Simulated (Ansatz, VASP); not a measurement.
One calculation of HC20, two programs

```
C H
1.0
     7.20155    0.00000    0.00000
    -3.31941    7.79078    0.00000
     0.00000    0.00000   22.79168
C H
40 2
Direct
  0.25011 0.16670 0.17550
  0.25011 0.66670 0.17550
  0.75011 0.16670 0.17550
  0.75011 0.66670 0.17550
  0.24989 0.33330 0.17550
  0.24989 0.83330 0.17550
  0.74989 0.33330 0.17550
  0.74989 0.83330 0.17550
  0.25011 0.41670 0.22913
  0.25011 0.91670 0.22913
  0.75011 0.41670 0.22913
  0.75011 0.91670 0.22913
  0.24989 0.08330 0.22913
  0.24989 0.58330 0.22913
  0.74989 0.08330 0.22913
  0.74989 0.58330 0.22913
  0.25005 0.16765 0.28273
  0.25005 0.66765 0.28273
  0.75005 0.16765 0.28273
  0.75005 0.66765 0.28273
  0.24995 0.33235 0.28273
  0.24995 0.83235 0.28273
  0.74995 0.33235 0.28273
  0.74995 0.83235 0.28273
  0.25006 0.41834 0.33654
  0.25006 0.91834 0.33654
  0.75006 0.41834 0.33654
  0.75006 0.91834 0.33654
  0.24994 0.08166 0.33654
  0.24994 0.58166 0.33654
  0.74994 0.08166 0.33654
  0.74994 0.58166 0.33654
  0.25019 0.17717 0.38574
  0.25019 0.67717 0.38574
  0.75019 0.17717 0.38574
  0.75019 0.67717 0.38574
  0.24981 0.32283 0.38574
  0.24981 0.82283 0.38574
  0.74981 0.32283 0.38574
  0.74981 0.82283 0.38574
  0.99981 0.25310 0.54369
  0.99981 0.39256 0.54369
```

Alike in both runs: task single point; functional LDA; k mesh 4 × 4 × 1; occupations gaussian, width 0.05 eV; no spin polarisation.

```csv
,VASP,Ansatz
version,VASP 6.6.1,Ansatz 0.2.0
potentials or method,"VASP PAW LDA potentials, release 64 (C, H), cutoff 520 eV","scalar-relativistic, plane waves, PAW"
valence electrons in the cell,162,162
```

```csv
,VASP,Ansatz,Ansatz less VASP
rms of the force components (eV/Å),1.866,1.874,+0.0078
```

Ansatz warns that its potentials were made for another functional, while VASP's fit it. LDA's correlation is that of Perdew and Zunger in VASP and of Perdew and Wang (1992) in Ansatz. Atom by atom the forces differ by 0.029 eV/Å (rms over components).
